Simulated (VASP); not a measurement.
Write the native input for VASP 6.6.1 that does the following.

* Task: relaxation of cell and atoms
* Functional: PBE
* Potentials or basis: VASP PAW PBE potentials, release 64 (Cd, S)
* Cutoff: 600 eV
* k mesh: 12 × 12 × 12
* Occupations: gaussian, width 0.1 eV
* Spin: no spin polarisation
* Dipole correction: no
* Further INCAR settings: ALGO = Normal; EDIFF = 1e-06; IBRION = 2; EDIFFG = -0.01; NSW = 100; ISIF = 3

The structure of CdS3 lies in POSCAR:

```
CdS3
1.0
    4.2143861599      0.0000000000      0.0000000000
    0.0000000000      4.2143861599      0.0000000000
    0.0000000000      0.0000000000      4.2143861599
Cd S
1 3
Direct
    0.0000000000      0.0000000000      0.0000000000
    0.0000000000      0.5000000000      0.5000000000
    0.5000000000      0.0000000000      0.5000000000
    0.5000000000      0.5000000000      0.0000000000
```

These files were run (other wordings do the same):

INCAR

```
PREC = Accurate
ENCUT = 600
EDIFF = 1E-6
ISMEAR = 0
SIGMA = 0.1
LREAL = F
LASPH = T
NELM = 100
ALGO = Normal
ISIF = 3
LWAVE = F
LCHARG = F
GGA = PE
IBRION = 2
NSW = 100
EDIFFG = -0.01
```

KPOINTS

```
regular mesh
0
Gamma
  12 12 12
```

Potentials or basis: VASP PAW PBE potentials, release 64 (Cd, S).

The run is started by

```bash
$ cat potpaw_PBE.64/Cd/POTCAR potpaw_PBE.64/S/POTCAR > POTCAR
$ mpirun -np 1 vasp_std > vasp.out
```

It gave:

The relaxed volume is 18.58 Å³/atom. The relaxed cell is a = 4.204 Å, b = 4.204 Å, c = 4.204 Å, α = 90.00°, β = 90.00°, γ = 90.00°. The space group after relaxing (to 0.1 Å) is Pm-3m (No. 221). The energy gained by relaxing is 0.2 meV/atom. The ionic steps are 2 and the pressure after relaxing is 0.0 GPa. The band gap on the k mesh is zero (bands 15 and 16 overlap by 1.58 eV).

Wall time 79 s on 1 thread of Intel(R) Xeon(R) 6975P-C (Granite Rapids) (shared host), peak memory 0.29 GiB.
